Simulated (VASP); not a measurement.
# TaN (P-62m) in VASP: notebook

Aim: see how the results for TaN move with the level of theory and the settings. Levels: r2SCAN, PBE. Tasks: single point, relaxation of cell and atoms.

All numbers are computed with VASP 6.6.1; they aren't measurements. Logs are shortened: lines on timing, memory, paths and dates and some standing lists are left out, and cuts for length are marked.

**1. The cell of the first run**

The structure is hexagonal, space group P-62m (No. 189). Conventional cell: a = 5.202 Å, b = 5.202 Å, c = 2.908 Å, α = 90.00°, β = 90.00°, γ = 120.00°. Within 3.1 Å of Ta (site symmetry -6) lie 6 N at 2.16 Å and 5 Ta at 2.91 to 3.00 Å. Within 2.7 Å of Ta (site symmetry -62m) lie 3 N at 2.04 Å. N (site symmetry m2m) has 5 Ta at 2.04 to 2.16 Å and 6 N at 2.78 to 2.91 Å within 3.0 Å.

**2. Single point, r2SCAN**

POSCAR

```
TaN
1.0
    5.2024855549      0.0000000000      0.0000000000
   -2.6012427775      4.5054846534      0.0000000000
    0.0000000000      0.0000000000      2.9075295619
Ta N
3 3
Direct
    0.3333333333      0.6666666667      0.5000000000
    0.6666666667      0.3333333333      0.5000000000
    0.0000000000      0.0000000000      0.0000000000
    0.3923998665      0.0000000000      0.0000000000
    0.6076001335      0.6076001335      0.0000000000
    0.0000000000      0.3923998665      0.0000000000
```

INCAR.step1

```
SYSTEM = TaN
PREC = Accurate
ENCUT = 520
ISMEAR = -1
SIGMA = 0.1
LREAL = .FALSE.
LASPH = .TRUE.
NELM = 60
NBANDS = 33
GGA = PE
ALGO = Normal
EDIFF = 1E-4
LWAVE = .TRUE.
LCHARG = .FALSE.
```

INCAR.step2

```
SYSTEM = TaN
PREC = Accurate
ENCUT = 520
EDIFF = 1E-6
ISMEAR = -1
SIGMA = 0.1
LREAL = .FALSE.
LASPH = .TRUE.
NELM = 60
ALGO = Normal
ISIF = 2
LWAVE = .FALSE.
LCHARG = .FALSE.
METAGGA = R2SCAN
LMIXTAU = .TRUE.
NBANDS = 33
ISTART = 1
```

KPOINTS

```
Automatic mesh
0
G
  7 7 11
  0 0 0
```

Potentials or basis: VASP PAW PBE potentials, release 64 (Ta_pv, N).

Started as:

```console
> cat potpaw_PBE.64/Ta_pv/POTCAR potpaw_PBE.64/N/POTCAR > POTCAR
> cp INCAR.step1 INCAR
> mpirun -np 1 vasp_std > vasp.out
> cp INCAR.step2 INCAR
> mpirun -np 1 vasp_std > vasp.out
```

OUTCAR:

```text
SYSTEM = TaN
   PREC = Accurate
   ENCUT = 520
   EDIFF = 1E-6
   ISMEAR = -1
   LREAL = .FALSE.
   LASPH = .TRUE.
   NELM = 60
   ISIF = 2
   METAGGA = R2SCAN
   ISTART = 1

 ion  position               nearest neighbor table
   1  0.333  0.667  0.500-   4 2.16   4 2.16   6 2.16   6 2.16   5 2.16   5 2.16   2 3.00   2 3.00
                             2 3.00   3 3.34   3 3.34   3 3.34   3 3.34   3 3.34   3 3.34
   2  0.667  0.333  0.500-   6 2.16   6 2.16   4 2.16   4 2.16   5 2.16   5 2.16   1 3.00   1 3.00
                             1 3.00   3 3.34   3 3.34   3 3.34   3 3.34   3 3.34   3 3.34
   3  0.000  0.000  0.000-   4 2.04   5 2.04   6 2.04   2 3.34   1 3.34   1 3.34   2 3.34   2 3.34
                             2 3.34   1 3.34   1 3.34   2 3.34   2 3.34   1 3.34   1 3.34
   4  0.392  0.000  0.000-   3 2.04   1 2.16   1 2.16   2 2.16   2 2.16
   5  0.608  0.608  0.000-   3 2.04   1 2.16   1 2.16   2 2.16   2 2.16
   6  0.000  0.392  0.000-   3 2.04   2 2.16   2 2.16   1 2.16   1 2.16

  LATTYP: Found a hexagonal cell.
 ALAT       =     5.2024855549
 C/A-ratio  =     0.5588731638

  Lattice vectors:

 A1 = (   5.2024855549,   0.0000000000,   0.0000000000)
 A2 = (  -2.6012427775,   4.5054846534,   0.0000000000)
 A3 = (   0.0000000000,   0.0000000000,   2.9075295619)

Analysis of symmetry for initial positions (statically):
=====================================================================
 Subroutine PRICEL returns:
 Original cell was already a primitive cell.

 Routine SETGRP: Setting up the symmetry group for a
 hexagonal supercell.

 Subroutine GETGRP returns: Found 12 space group operations
 (whereof 12 operations were pure point group operations)
 out of a pool of 24 trial point group operations.

The static configuration has the point symmetry D_3h.

Analysis of symmetry for dynamics (positions and initial velocities):
=====================================================================
 Subroutine PRICEL returns:
 Original cell was already a primitive cell.

 Routine SETGRP: Setting up the symmetry group for a
 hexagonal supercell.

 Subroutine GETGRP returns: Found 12 space group operations
 (whereof 12 operations were pure point group operations)
 out of a pool of 24 trial point group operations.

The dynamic configuration has the point symmetry D_3h.

 Subroutine INISYM returns: Found 12 space group operations
 (whereof 12 operations are pure point group operations),
 and found     1 'primitive' translations

----------------------------------------------------------------------------------------

                                     Primitive cell

  volume of cell :      68.1517

  direct lattice vectors                    reciprocal lattice vectors
     5.202485555  0.000000000  0.000000000     0.192215815  0.110975852  0.000000000
    -2.601242777  4.505484653  0.000000000     0.000000000  0.221951705  0.000000000
     0.000000000  0.000000000  2.907529562     0.000000000  0.000000000  0.343934594

  length of vectors
     5.202485555  5.202485555  2.907529562     0.221951705  0.221951705  0.343934594

  position of ions in fractional coordinates (direct lattice)
     0.333333333  0.666666667  0.500000000
     0.666666667  0.333333333  0.500000000
     0.000000000  0.000000000  0.000000000
     0.392399867  0.000000000  0.000000000
     0.607600134  0.607600134  0.000000000
     0.000000000  0.392399866  0.000000000

  ion indices of the primitive-cell ions
   primitive index   ion index
                 1           1
                 2           2
                 3           3
                 4           4
                 5           5
                 6           6

----------------------------------------------------------------------------------------

 KPOINTS: Automatic mesh

Automatic generation of k-mesh.
 Grid dimensions read from file:
 generate k-points for:    7    7   11

 Generating k-lattice:

  Cartesian coordinates                     Fractional coordinates (reciprocal lattice)
     0.027459402  0.015853693  0.000000000     0.142857143 -0.000000000  0.000000000
     0.000000000  0.031707386  0.000000000     0.000000000  0.142857143  0.000000000
     0.000000000  0.000000000  0.031266781     0.000000000  0.000000000  0.090909091

  Length of vectors
     0.031707386  0.031707386  0.031266781

  Shift w.r.t. Gamma in fractional coordinates (k-lattice)
     0.000000000  0.000000000  0.000000000

 Subroutine IBZKPT returns following result:
 ===========================================

 Found     48 irreducible k-points:

 Following reciprocal coordinates:
            Coordinates               Weight
  0.000000  0.000000  0.000000      1.000000
  0.142857 -0.000000  0.000000      6.000000
  0.285714 -0.000000  0.000000      6.000000
  0.428571 -0.000000  0.000000      6.000000
  0.142857  0.142857  0.000000      6.000000
  0.285714  0.142857  0.000000     12.000000
[... 16 lines left out ...]
  0.428571  0.142857  0.181818     12.000000
  0.285714  0.285714  0.181818     12.000000
 [... further k-points ...]
   k-points           NKPTS =     48   k-points in BZ     NKDIM =     48   number of bands    NBANDS=     33
   number of dos      NEDOS =    301   number of ions     NIONS =      6
   total plane-waves  NPLWV =  38400
   dimension x,y,z NGX =    40 NGY =   40 NGZ =   24
   dimension x,y,z NGXF=    80 NGYF=   80 NGZF=   48
   ions per type =               3   3
   NGX,Y,Z   is equivalent  to a cutoff of  12.78, 12.78, 13.72 a.u.
   NGXF,Y,Z  is equivalent  to a cutoff of  25.56, 25.56, 27.45 a.u.
 SYSTEM =  TaN
   PREC   = accura    normal or accurate (medium, high low for compatibility)
   ISTART =      1    job   : 0-new  1-cont  2-samecut
   ICHARG =      0    charge: 1-file 2-atom 10-const
   ISPIN  =      1    spin polarized calculation?
   LNONCOLLINEAR =      F non collinear calculations
   LSORBIT =      F    spin-orbit coupling
   LASPH  =      T    aspherical Exc in radial PAW
   ENCUT  =  520.0 eV  38.22 Ry    6.18 a.u.   9.67  9.67  5.41*2*pi/ulx,y,z
   NELM   =     60;   NELMIN=  2; NELMDL=  0     # of ELM steps
   EDIFF  = 0.1E-05   stopping-criterion for ELM
   LREAL  =      F    real-space projection
   EDIFFG = 0.1E-04   stopping-criterion for IOM
   NSW    =      0    number of steps for IOM
   IBRION =     -1    ionic relax: 0-MD 1-quasi-New 2-CG
   NFREE  =      0    steps in history (QN), initial steepest desc. (CG)
   ISIF   =      2    stress and relaxation
   ISYM   =      2    0-nonsym 1-usesym 2-fastsym
   POTIM  = 0.5000    time-step for ionic-motion
   TEBEG  =    0.0;   TEEND  =   0.0 temperature during run
   PSTRESS=    0.0 pullay stress
   NELECT =      48.0000    total number of electrons
   NUPDOWN=      -1.0000    fix difference up-down
   EMIN   =  10.00;   EMAX   =-10.00  energy-range for DOS
   EFERMI =   0.00;   METHOD = LEGACY
   ISMEAR =    -1;   SIGMA  =   0.10  broadening in eV -4-tet -1-fermi 0-gaus
   EFERMI_NEDOS =   21; number of points for ismear=-14 and -15
   IALGO  =     38    algorithm
   IMIX   =      4    mixing-type and parameters
     AMIX     =   0.40;   BMIX     =  1.00
     AMIX_MAG =   1.60;   BMIX_MAG =  1.00
  volume/ion in A,a.u.               =      11.36        76.65
  Fermi-wavevector in a.u.,A,eV,Ry     =   1.456565  2.752508 28.865852  2.121580
  Thomas-Fermi vector in A             =   2.573468
   LORBIT       =      0    0 simple, 1 ext, 2 COOP (PROOUT), +10 PAW based schemes
   METAGGA = R2SCAN    functional components
   LHFCALC =     F    Hartree Fock is set to
   AEXX    =    0.0000 exact exchange contribution
   IVDW    =     0    specifies the selected vdW correction
   LEPSILON=     F    determine dielectric tensor
   LRPA    =     F    only Hartree local field effects (RPA)
 non-spin polarized calculation
  energy-cutoff  :      520.00
  volume of cell :       68.15
 maximum number of plane-waves:      1854
 NGX is ok and might be reduce to    40
   NGX = 19   NGY = 19   NGZ = 11

 number of electron      48.0000001 magnetization

 Free energy of the ion-electron system (eV)
  ---------------------------------------------------
  ext. energy  EPLUGINS =         0.00000000
  ---------------------------------------------------
  free energy    TOTEN  =      -181.32015057 eV

  energy without entropy =     -181.30236303  energy(sigma->0) =     -181.31125680

 E-fermi :   8.3377     XC(G=0): -13.9779

 val. band max:        8.3214953108   @ k =   0.1429   0.1429   0.4545
 cond. band min:       8.4642728246   @ k =   0.1429   0.1429   0.1818
 fundamental gap:      0.1427775138
 Fermi energy:         8.3377254184

 k-point     1 :       0.0000    0.0000    0.0000
  band No.  band energies     occupation
      1     -29.2835      2.00000
      2     -29.2835      2.00000
      3     -28.9159      2.00000
      4     -28.9158      2.00000
      5     -28.7315      2.00000
      6     -28.6213      2.00000
[... 25 lines left out ...]
     32      11.6796      0.00000
     33      11.6796      0.00000

 k-point     2 :       0.1429   -0.0000    0.0000
  band No.  band energies     occupation
      1     -29.3006      2.00000
      2     -29.2782      2.00000
      3     -28.9030      2.00000
      4     -28.8942      2.00000
      5     -28.7264      2.00000
      6     -28.6260      2.00000
[... 25 lines left out ...]
     32      11.6080      0.00000
     33      11.8389      0.00000
[... 754 lines left out ...]
     32      12.1007      0.00000
     33      13.0522      0.00000

 k-point    24 :       0.2857    0.2857    0.1818
  band No.  band energies     occupation
      1     -29.2868      2.00000
      2     -29.1187      2.00000
      3     -29.0283      2.00000
      4     -28.9353      2.00000
      5     -28.9168      2.00000
      6     -28.7703      2.00000
[... 25 lines left out ...]
     32      11.8855      0.00000
     33      13.0982      0.00000

 [... further k-points ...]

------------------------ aborting loop because EDIFF is reached ----------------------------------------

  FORCE on cell =-STRESS in cart. coord.  units (eV):
  Direction    XX          YY          ZZ          XY          YZ          ZX
  --------------------------------------------------------------------------------------
  -------------------------------------------------------------------------------------
  Total        0.6796310      0.6796310      0.6342334     -0.0000000      0.0000000      0.0000000
  in kB       15.9774419     15.9774419     14.9101885     -0.0000000      0.0000000      0.0000000
  external PRESSURE =      15.6216908 kB  Pullay stress =       0.0000000 kB

 VOLUME and BASIS-vectors are now :
 -----------------------------------------------------------------------------
  energy-cutoff  :      520.00
  volume of cell :       68.15
      direct lattice vectors                 reciprocal lattice vectors
     5.202485555  0.000000000  0.000000000     0.192215815  0.110975852  0.000000000
    -2.601242777  4.505484653  0.000000000     0.000000000  0.221951705  0.000000000
     0.000000000  0.000000000  2.907529562     0.000000000  0.000000000  0.343934594

 POSITION                                       TOTAL-FORCE (eV/Angst)
 -----------------------------------------------------------------------------------
     -0.00000      3.00366      1.45376        -0.000000     -0.000000      0.000000
      2.60124      1.50183      1.45376        -0.000000     -0.000000      0.000000
      0.00000      0.00000      0.00000        -0.000000     -0.000000      0.000000
      2.04145      0.00000      0.00000        -0.007555     -0.000000     -0.000000
      1.58052      2.73753      0.00000         0.003777      0.006543     -0.000000
     -1.02073      1.76795      0.00000         0.003777     -0.006543      0.000000
 -----------------------------------------------------------------------------------
    total drift:                                0.000003      0.000004      0.000000

  FREE ENERGIE OF THE ION-ELECTRON SYSTEM (eV)
  ---------------------------------------------------
  free  energy   TOTEN  =      -181.3201505679 eV

  energy  without entropy=     -181.3023630340  energy(sigma->0) =     -181.31125680
```

Run time: 3.4 min. Hardware: 1 thread of Intel Xeon 6975P-C (Granite Rapids), shared host; peak memory 0.25 GiB.

Results:

- Free energy: -181.3202 eV
- Pressure: 1.6 GPa
- Largest force: 0.008 eV/Å
- Band gap on the k mesh: zero (bands 24 and 25 overlap by 3.17 eV)

Forces on the atoms (eV/Å):
```
Ta   0.000  0.000  0.000
Ta   0.000  0.000  0.000
Ta   0.000  0.000  0.000
N   -0.008  0.000  0.000
N    0.004  0.007  0.000
N    0.004 -0.007  0.000
```

Stress tensor (GPa, compression positive):
```
1.60 0.00 0.00
0.00 1.60 0.00
0.00 0.00 1.49
```

Caveat: the PAW data sets were made with another functional, which shifts forces and pressure a little; spin-orbit coupling is left out, which moves the levels of the heavy elements.

(Part 1 of 2 ends here.)
